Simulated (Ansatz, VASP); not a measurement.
VPtSe2: VASP beside Ansatz

```
V Pt Se
1.0
     4.44131    0.00000    0.00000
     0.00000    4.44131    0.00000
     0.00000    0.00000    3.36079
V Pt Se
1 1 2
Direct
  0.00000 0.00000 0.00000
  0.50000 0.50000 0.00000
  0.50000 0.00000 0.50000
  0.00000 0.50000 0.50000
```

Change from the starting cell: species swapped into the ErIn2Sn type (P4/mmm, No. 123).

Alike in both runs: functional PBE; k mesh 4 × 4 × 4; occupations gaussian, width 0.1 eV; collinear spin.

Ansatz relaxed the structure, and its values are those at the end. VASP's run is a single point on that final structure, the one shown.

```csv
,VASP,Ansatz
version,VASP 6.6.1,Ansatz 0.2.0
potentials or method,"VASP PAW PBE potentials, release 64 (V_sv, Pt, Se), cutoff 520 eV","scalar-relativistic, plane waves, PAW"
valence electrons in the cell,35,63
```

```tsv
	VASP	Ansatz	Ansatz less VASP
gap on the k mesh at the Fermi level (eV)	none	none	-
pressure (GPa)	0.0	0.0	-0.06
net moment per atom (μB)	0.50	0.50	-0.003
size of the moment on the site where the two differ most (μB)	1.95	1.93	-0.022
```

Site moments also hang on the region over which each program counts them. A gap of «none» marks a metal or a gap that the smearing closes. With one functional, cell and mesh, what is left measures potentials, basis and numerics. VASP's potentials hold 35 valence electrons a cell and Ansatz's 63, so a difference there can come from the potentials and not from the codes.

The k mesh is coarse, so the values compare programs but aren't converged. Spin-orbit coupling is off throughout.
